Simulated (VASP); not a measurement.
Wanted: the native input for a VASP 6.6.1 run.

* Task: relaxation of cell and atoms
* Functional: LDA
* Potentials or basis: VASP PAW LDA potentials, release 64 (Ir)
* Cutoff: 600 eV
* k mesh: 19 × 19 × 19
* Occupations: fermi-dirac, width 0.08 eV
* Spin: no spin polarisation
* Target pressure: 340 GPa
* Dipole correction: no
* Further INCAR settings: ALGO = Normal; EDIFF = 1e-07; IBRION = 2; EDIFFG = -0.005; NSW = 32; ISIF = 3

The structure of Ir lies in POSCAR:

```
Ir
1.0
    0.0000000000      1.6930476931      1.6930476931
    1.6930476931      0.0000000000      1.6930476931
    1.6930476931      1.6930476931      0.0000000000
Ir
1
Direct
    0.0000000000      0.0000000000      0.0000000000
```

The input as run:

INCAR

```
SYSTEM = Ir
PREC = Accurate ; ENCUT = 600
EDIFF = 1E-7 ; ISMEAR = -1
SIGMA = 0.08 ; LREAL = .FALSE.
LASPH = .TRUE. ; NELM = 60
ALGO = Normal ; ISIF = 3
LWAVE = .FALSE. ; LCHARG = .FALSE.
GGA = CA ; IBRION = 2
NSW = 32 ; EDIFFG = -0.005
PSTRESS = 3400.0
```

KPOINTS

```
regular mesh
0
G
  19 19 19
  0 0 0
```

Potentials or basis: VASP PAW LDA potentials, release 64 (Ir).

Command:

```console
$ cat potpaw_LDA.64/Ir/POTCAR > POTCAR
$ mpirun -np 1 vasp_std > vasp.out
```

It gave:

- Relaxed volume: 9.78 Å³/atom
- Relaxed cell: a = 2.400 Å, b = 2.400 Å, c = 2.400 Å, α = 60.00°, β = 60.00°, γ = 60.00°
- Space group after relaxing (to 0.05 Å): Fm-3m (No. 225)
- Energy change on relaxing (the enthalpy is what falls): -150.4 meV/atom
- Ionic steps: 4
- Pressure after relaxing: 340.0 GPa

Caveat: the cell is relaxed towards a set pressure, so the enthalpy falls and the energy may rise.

It took 21 s on 1 thread of Intel(R) Xeon(R) 6975P-C (Granite Rapids) (shared host), peak memory 0.14 GiB.
